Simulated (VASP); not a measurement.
# C18F in VASP: single point with PBE

Aim: the single point of C18F with PBE.

Everything below comes from runs of VASP 6.6.1. Logs are shortened: lines on timing, memory, paths and dates and some standing lists are left out, and cuts for length are marked.

**1. The cell of the first run**

The cell holds a slab with vacuum, 19 atoms: a = 7.398 Å, b = 7.398 Å, c = 13.000 Å, α = 90.00°, β = 90.00°, γ = 120.00°.

**2. Single point, PBE, collinear spin, zero start**

INCAR

```
PREC = Accurate ; ENCUT = 520
EDIFF = 1E-6 ; ISMEAR = 0
SIGMA = 0.05 ; LREAL = F
LASPH = T ; NELM = 200
ALGO = Normal ; ISIF = 2
LWAVE = F ; LCHARG = T
ISPIN = 2 ; MAGMOM = 0 0 0 0 0 0 0 0 0 0 0 0 0 0 0 0 0 0 0
LORBIT = 11 ; GGA = PE
LELF = T ; LVHAR = T
NBANDS = 58 ; GGA_COMPAT = F
NELMDL = -8
```

KPOINTS

```
regular mesh
0
Gamma
  2 2 1
```

POSCAR

```
C18F
1.0
    7.3980000000      0.0000000000      0.0000000000
   -3.6990000000      6.4068560000      0.0000000000
    0.0000000000      0.0000000000     13.0000000000
C F
18 1
Direct
    0.0059306052      0.0065492341      0.0726728462
    0.2282633261      0.1174150004      0.0735733077
    0.0056702214      0.3398503104      0.0735388462
    0.2277702710      0.4510131022      0.0783043077
    0.0055449428      0.6733229216      0.0727541538
    0.2279765045      0.7840176211      0.0725825385
    0.3392265724      0.0064888301      0.0726073077
    0.5616655824      0.1171786911      0.0727497692
    0.3393620387      0.3394942855      0.0782747692
    0.5614524062      0.4506104086      0.0736029231
    0.3389732242      0.6731270377      0.0735260000
    0.5612632180      0.7839300587      0.0726375385
    0.6725083295      0.0063121444      0.0721963846
    0.8948813469      0.1175423640      0.0726437692
    0.6723475688      0.3396172787      0.0726194615
    0.8948232010      0.4509002544      0.0726023846
    0.6723201770      0.6729398944      0.0726788462
    0.8946889693      0.7841746404      0.0722376923
    0.2834934033      0.3957299805      0.2358898462
```

Potentials or basis: VASP PAW PBE potentials, release 64 (C, F).

Started as:

```
$ cat potpaw_PBE.64/C/POTCAR potpaw_PBE.64/F/POTCAR > POTCAR
$ mpirun -np 1 vasp_std > vasp.out
```

OUTCAR:

```text
PREC = Accurate
   ENCUT = 520
   EDIFF = 1E-6
   ISMEAR = 0
   LREAL = F
   LASPH = T
   NELM = 200
   ISIF = 2
   ISPIN = 2
   LORBIT = 11
   GGA = PE
   NELMDL = -8

 ion  position               nearest neighbor table
   1  0.006  0.007  0.073-  14 1.42   2 1.42  18 1.42
   2  0.228  0.117  0.074-   7 1.42   9 1.42   1 1.42
   3  0.006  0.340  0.074-  16 1.42   4 1.42  14 1.42
   4  0.228  0.451  0.078-   3 1.42  11 1.42   9 1.43
   5  0.006  0.673  0.073-  18 1.42  16 1.43   6 1.43
   6  0.228  0.784  0.073-  11 1.42   5 1.43   7 1.43
[... 10 lines left out ...]
  17  0.672  0.673  0.073-  12 1.42  10 1.42  18 1.42
  18  0.895  0.784  0.072-   5 1.42  17 1.42   1 1.42
  19  0.283  0.396  0.236-

  LATTYP: Found a hexagonal cell.
 ALAT       =     7.3980000000
 C/A-ratio  =     1.7572316842

  Lattice vectors:

 A1 = (   7.3980000000,   0.0000000000,   0.0000000000)
 A2 = (  -3.6990000000,   6.4068560000,   0.0000000000)
 A3 = (   0.0000000000,   0.0000000000,  13.0000000000)

Analysis of symmetry for initial positions (statically):
=====================================================================
 Subroutine PRICEL returns:
 Original cell was already a primitive cell.

 Routine SETGRP: Setting up the symmetry group for a
 hexagonal supercell.

 Subroutine GETGRP returns: Found  1 space group operations
 (whereof  1 operations were pure point group operations)
 out of a pool of 24 trial point group operations.

The static configuration has the point symmetry C_1 .

Analysis of symmetry for dynamics (positions and initial velocities):
=====================================================================
 Subroutine PRICEL returns:
 Original cell was already a primitive cell.

 Routine SETGRP: Setting up the symmetry group for a
 hexagonal supercell.

 Subroutine GETGRP returns: Found  1 space group operations
 (whereof  1 operations were pure point group operations)
 out of a pool of 24 trial point group operations.

The dynamic configuration has the point symmetry C_1 .

Analysis of structural, dynamic, and magnetic symmetry:
=====================================================================
 Subroutine PRICEL returns:
 Original cell was already a primitive cell.

 Routine SETGRP: Setting up the symmetry group for a
 hexagonal supercell.

 Subroutine GETGRP returns: Found  1 space group operations
 (whereof  1 operations were pure point group operations)
 out of a pool of 24 trial point group operations.

The overall configuration has the point symmetry C_1 .

 Subroutine INISYM returns: Found  1 space group operations
 (whereof  1 operations are pure point group operations),
 and found     1 'primitive' translations

----------------------------------------------------------------------------------------

                                     Primitive cell

  volume of cell :     616.1730

  direct lattice vectors                    reciprocal lattice vectors
     7.398000000  0.000000000  0.000000000     0.135171668  0.078041398  0.000000000
    -3.699000000  6.406856000  0.000000000     0.000000000  0.156082796  0.000000000
     0.000000000  0.000000000 13.000000000     0.000000000  0.000000000  0.076923077

  length of vectors
     7.398000000  7.398000054 13.000000000     0.156082797  0.156082796  0.076923077

  position of ions in fractional coordinates (direct lattice)
     0.005930605  0.006549234  0.072672846
     0.228263326  0.117415000  0.073573308
     0.005670221  0.339850310  0.073538846
     0.227770271  0.451013102  0.078304308
     0.005544943  0.673322922  0.072754154
     0.227976504  0.784017621  0.072582539
[... 11 lines left out ...]
     0.894688969  0.784174640  0.072237692
     0.283493403  0.395729981  0.235889846

  ion indices of the primitive-cell ions
   primitive index   ion index
                 1           1
                 2           2
                 3           3
                 4           4
[... 48 lines left out ...]
   k-points           NKPTS =      4   k-points in BZ     NKDIM =      4   number of bands    NBANDS=     58
   number of dos      NEDOS =    301   number of ions     NIONS =     19
   total plane-waves  NPLWV = 307328
   dimension x,y,z NGX =    56 NGY =   56 NGZ =   98
   dimension x,y,z NGXF=   112 NGYF=  112 NGZF=  196
   ions per type =              18   1
   NGX,Y,Z   is equivalent  to a cutoff of  12.58, 12.58, 12.53 a.u.
   NGXF,Y,Z  is equivalent  to a cutoff of  25.17, 25.17, 25.06 a.u.
 SYSTEM =  unknown system
   PREC   = accura    normal or accurate (medium, high low for compatibility)
   ISTART =      0    job   : 0-new  1-cont  2-samecut
   ICHARG =      2    charge: 1-file 2-atom 10-const
   ISPIN  =      2    spin polarized calculation?
   LNONCOLLINEAR =      F non collinear calculations
   LSORBIT =      F    spin-orbit coupling
   LASPH  =      T    aspherical Exc in radial PAW
   ENCUT  =  520.0 eV  38.22 Ry    6.18 a.u.  13.76 13.76 24.17*2*pi/ulx,y,z
   NELM   =    200;   NELMIN=  2; NELMDL= -8     # of ELM steps
   EDIFF  = 0.1E-05   stopping-criterion for ELM
   LREAL  =      F    real-space projection
   EDIFFG = 0.1E-04   stopping-criterion for IOM
   NSW    =      0    number of steps for IOM
   IBRION =     -1    ionic relax: 0-MD 1-quasi-New 2-CG
   NFREE  =      0    steps in history (QN), initial steepest desc. (CG)
   ISIF   =      2    stress and relaxation
   ISYM   =      2    0-nonsym 1-usesym 2-fastsym
   POTIM  = 0.5000    time-step for ionic-motion
   TEBEG  =    0.0;   TEEND  =   0.0 temperature during run
   PSTRESS=    0.0 pullay stress
   NELECT =      79.0000    total number of electrons
   NUPDOWN=      -1.0000    fix difference up-down
   EMIN   =  10.00;   EMAX   =-10.00  energy-range for DOS
   EFERMI =   0.00;   METHOD = LEGACY
   ISMEAR =     0;   SIGMA  =   0.05  broadening in eV -4-tet -1-fermi 0-gaus
   EFERMI_NEDOS =   21; number of points for ismear=-14 and -15
   IALGO  =     38    algorithm
   IMIX   =      4    mixing-type and parameters
     AMIX     =   0.40;   BMIX     =  1.00
     AMIX_MAG =   1.60;   BMIX_MAG =  1.00
  volume/ion in A,a.u.               =      32.43       218.85
  Fermi-wavevector in a.u.,A,eV,Ry     =   0.825499  1.559966  9.271661  0.681448
  Thomas-Fermi vector in A             =   1.937368
   LORBIT       =     11    0 simple, 1 ext, 2 COOP (PROOUT), +10 PAW based schemes
   GGA     = PE    functional components
   LHFCALC =     F    Hartree Fock is set to
   AEXX    =    0.0000 exact exchange contribution
   IVDW    =     0    specifies the selected vdW correction
   LEPSILON=     F    determine dielectric tensor
   LRPA    =     F    only Hartree local field effects (RPA)
 spin polarized calculation
 Gauss-broadening in eV      SIGMA  =   0.05
  energy-cutoff  :      520.00
  volume of cell :      616.17
 maximum number of plane-waves:     16651
 NGX is ok and might be reduce to    56
   NGX = 27   NGY = 27   NGZ = 49

 number of electron      79.0000001 magnetization       0.0000000

 number of electron      79.0000001 magnetization      -0.0000000

 Free energy of the ion-electron system (eV)
  ---------------------------------------------------
  ext. energy  EPLUGINS =         0.00000000
  ---------------------------------------------------
  free energy    TOTEN  =      -168.21197871 eV

  energy without entropy =     -168.21197871  energy(sigma->0) =     -168.21197871

 E-fermi :  -2.9431     XC(G=0):  -3.5565

 val. band max:       -3.1729269332   @ k =   0.0000   0.5000   0.0000
 cond. band min:      -2.7149678969   @ k =   0.0000   0.0000   0.0000
 fundamental gap:      0.4579590363
 Fermi energy:        -2.9431082111

 spin component 1

 k-point     1 :       0.0000    0.0000    0.0000
  band No.  band energies     occupation
      1     -22.8000      1.00000
      2     -22.1752      1.00000
      3     -19.7466      1.00000
      4     -19.7373      1.00000
      5     -19.7343      1.00000
      6     -19.7068      1.00000
[... 205 lines left out ...]
     50       3.6290      0.00000
     51       3.6743      0.00000
 Fermi energy:        -2.9431082111

 spin component 2

 k-point     1 :       0.0000    0.0000    0.0000
  band No.  band energies     occupation
      1     -22.8000      1.00000
      2     -22.1752      1.00000
      3     -19.7466      1.00000
      4     -19.7373      1.00000
      5     -19.7343      1.00000
      6     -19.7068      1.00000
[... 205 lines left out ...]
     50       3.6290      0.00000
     51       3.6743      0.00000
 [bands above 51 left out]

------------------------ aborting loop because EDIFF is reached ----------------------------------------

  FORCE on cell =-STRESS in cart. coord.  units (eV):
  Direction    XX          YY          ZZ          XY          YZ          ZX
  --------------------------------------------------------------------------------------
  -------------------------------------------------------------------------------------
  Total       -0.3867094     -0.2831366     -0.2260209      0.0923965      0.0013700     -0.0054844
  in kB       -1.0055245     -0.7362138     -0.5877011      0.2402501      0.0035623     -0.0142605
  external PRESSURE =      -0.7764798 kB  Pullay stress =       0.0000000 kB

 VOLUME and BASIS-vectors are now :
 -----------------------------------------------------------------------------
  energy-cutoff  :      520.00
  volume of cell :      616.17
      direct lattice vectors                 reciprocal lattice vectors
     7.398000000  0.000000000  0.000000000     0.135171668  0.078041398  0.000000000
    -3.699000000  6.406856000  0.000000000     0.000000000  0.156082796  0.000000000
     0.000000000  0.000000000 13.000000000     0.000000000  0.000000000  0.076923077

 POSITION                                       TOTAL-FORCE (eV/Angst)
 -----------------------------------------------------------------------------------
      0.01965      0.04196      0.94475        -0.001041      0.001780     -0.001922
      1.25437      0.75226      0.95645        -0.006346     -0.008356     -0.002753
     -1.21516      2.17737      0.95601         0.001271      0.005499      0.000344
      0.01675      2.88958      1.01796         0.006644      0.003164      0.004276
     -2.44960      4.31388      0.94580        -0.004392      0.001777      0.000612
     -1.21351      5.02309      0.94357        -0.001531     -0.003070      0.000905
[... 11 lines left out ...]
      3.71825      5.02409      0.93909         0.000273      0.001933     -0.000212
      0.63348      2.53538      3.06657        -0.002814      0.000637      0.004683
 -----------------------------------------------------------------------------------
    total drift:                               -0.000058      0.000066      0.000599

  FREE ENERGIE OF THE ION-ELECTRON SYSTEM (eV)
  ---------------------------------------------------
  free  energy   TOTEN  =      -168.2119787061 eV

  energy  without entropy=     -168.2119787060  energy(sigma->0) =     -168.21197871

 total charge

# of ion       s       p       d       tot
------------------------------------------
    1        0.864   1.779   0.000   2.643
    2        0.864   1.782   0.000   2.646
    3        0.864   1.782   0.000   2.646
    4        0.867   1.749   0.000   2.616
    5        0.862   1.787   0.000   2.650
    6        0.865   1.777   0.000   2.642
[... 11 lines left out ...]
   18        0.864   1.782   0.000   2.646
   19        1.747   4.244   0.000   5.990
--------------------------------------------------
tot         17.304  36.232   0.000  53.535

 magnetization (x)

# of ion       s       p       d       tot
------------------------------------------
    1        0.000   0.000   0.000   0.000
    2       -0.000  -0.000   0.000  -0.000
    3       -0.000   0.000   0.000  -0.000
    4       -0.000  -0.000   0.000  -0.000
    5       -0.000  -0.000   0.000  -0.000
    6        0.000   0.000   0.000   0.000
[... 11 lines left out ...]
   18        0.000  -0.000   0.000  -0.000
   19       -0.000   0.000   0.000   0.000
--------------------------------------------------
tot         -0.000  -0.000   0.000  -0.000
```

Wall time 20 min (1 thread of AMD EPYC 7R13, shared host); peak memory 0.94 GiB.

What came out:

```yaml
Free_energy: -168.2120 eV
Largest_force: 0.011 eV/Å
Net_moment: 0.00 μB per cell
Valence_electrons_inside_the_program's_atomic_spheres: C 2.64, 2.65, 2.62 (each value once); F 5.99
```

Forces in eV/Å, atoms in the order of the input:
```
C   -0.001  0.002 -0.002
C   -0.006 -0.008 -0.003
C    0.001  0.005  0.000
C    0.007  0.003  0.004
C   -0.004  0.002  0.001
C   -0.002 -0.003  0.001
C    0.005  0.007 -0.001
C    0.001 -0.001  0.000
C    0.004 -0.004  0.001
C    0.002  0.006 -0.007
C   -0.007 -0.003  0.001
C    0.005  0.004  0.000
C    0.000 -0.001  0.000
C   -0.001  0.002  0.000
C   -0.003 -0.003  0.001
C    0.005 -0.005 -0.001
C   -0.005 -0.004 -0.001
C    0.000  0.002  0.000
F   -0.003  0.001  0.005
```

Caveat: the k points lie up to 0.49 Å⁻¹ apart.
